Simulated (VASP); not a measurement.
## Hg: relaxation of cell and atoms with LDA

The system is Hg.

```
Hg
1.0
     5.46670    0.00000    0.00000
    -2.73335    4.73430    0.00000
     0.00000    0.00000    3.18522
Hg
3
Direct
  0.33333 0.66667 0.50000
  0.66667 0.33333 0.50000
  0.00000 0.00000 0.00000
```

| Property | Result |
| --- | --- |
| Program | VASP 6.6.1 |
| Task | relaxation of cell and atoms |
| Functional | LDA |
| Potentials or basis | VASP PAW LDA potentials, release 64 (Hg) |
| Cutoff | 600 eV |
| k mesh | 7 × 7 × 9 |
| Occupations | methfessel-paxton, width 0.1 eV |
| Spin | no spin polarisation |
| Dipole correction | no |
| Further INCAR settings | ALGO = Normal; EDIFF = 1e-07; IBRION = 2; EDIFFG = -0.05; NSW = 80; ISIF = 3 |

```json
{
 "Relaxed volume": "23.14 Å³/atom",
 "Relaxed cell": "a = 5.171 Å, b = 5.171 Å, c = 2.998 Å, α = 90.00°, β = 90.00°, γ = 120.00°",
 "Space group after relaxing (to 0.1 Å)": "P6/mmm (No. 191)",
 "Energy gained by relaxing": "79.1 meV/atom",
 "Ionic steps": "3",
 "Pressure after relaxing": "-0.2 GPa",
 "Band gap on the k mesh": "zero (bands 18 and 19 overlap by 3.84 eV)"
}
```

Step by step:
| step | energy change (eV) | largest force (eV/Å) | pressure (GPa) | volume (Å³) |
| --- | --- | --- | --- | --- |
| 1 | 0.0000 | 0.0000 | -4.44 | 82.44 |
| 2 | -0.2008 | 0.0000 | -2.44 | 73.68 |
| 3 | -0.2372 | 0.0000 | -0.18 | 69.43 |

Final structure:
```xyz
3
Lattice="5.1715 0.0000 0.0000 -2.5857 4.4786 0.0000 0.0000 0.0000 2.9976" Properties=species:S:1:pos:R:3 pbc="T T T"
Hg    0.0000    2.9857    1.4988
Hg    2.5857    1.4929    1.4988
Hg   -2.5857    4.4786    2.9976
```

Levels at points of the mesh, in eV from the Fermi level:
```tsv
k point	band 16	band 17	band 18	band 19	band 20	band 21
(0.00, 0.00, 0.00)	-5.74	-1.13	-0.72	1.78	1.78	1.82
```

Wall time 100 s on 1 thread of Oxide Virtual Turin-like Processor, with other jobs on the host, peak memory 0.2 GiB.

Caveat: the volume moved by over 15 % at a fixed basis, so the end points are rough; spin-orbit coupling is left out, which moves the levels of the heavy elements.
